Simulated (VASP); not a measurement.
Input of a VASP 6.6.1 run:

File INCAR:

```
PREC = Accurate
ENCUT = 520
EDIFF = 1E-7
ISMEAR = 0
SIGMA = 0.02
LREAL = False
LASPH = True
NELM = 100
ALGO = Normal
ISIF = 2
LWAVE = False
LCHARG = False
GGA = PE
NBANDS = 50
```

KPOINTS

```
regular mesh
0
Gamma
  10 10 4
```

The input POSCAR:

```
SnO
1.0
    2.7369120000     -2.7377960000      0.0000000000
    2.7369120000      2.7377960000      0.0000000000
    0.0000000000      0.0000000000     10.2219600000
Sn O
4 4
Direct
    0.7365470000      0.2634530000      0.8638580000
    0.2634530000      0.7365470000      0.1361420000
    0.7634530000      0.2365470000      0.3638580000
    0.2365470000      0.7634530000      0.6361420000
    0.2619440000      0.2380560000      0.2500000000
    0.7380560000      0.7619440000      0.7500000000
    0.2380560000      0.2619440000      0.7500000000
    0.7619440000      0.7380560000      0.2500000000
```

Potentials or basis: VASP PAW PBE potentials, release 64 (Sn_d, O).

The run is started by

```bash
$ cat potpaw_PBE.64/Sn_d/POTCAR potpaw_PBE.64/O/POTCAR > POTCAR
$ mpirun -np 1 vasp_std > vasp.out
```

(1) What does it give for the pressure?

(2) What does it give for the band gap on the k mesh?

(3) Estimate the largest force.

Results:

(1) -0.2 GPa.

(2) 0.54 eV.

(3) 0.050 eV/Å.

Caveat: spin-orbit coupling is left out, which moves the levels of the heavy elements.
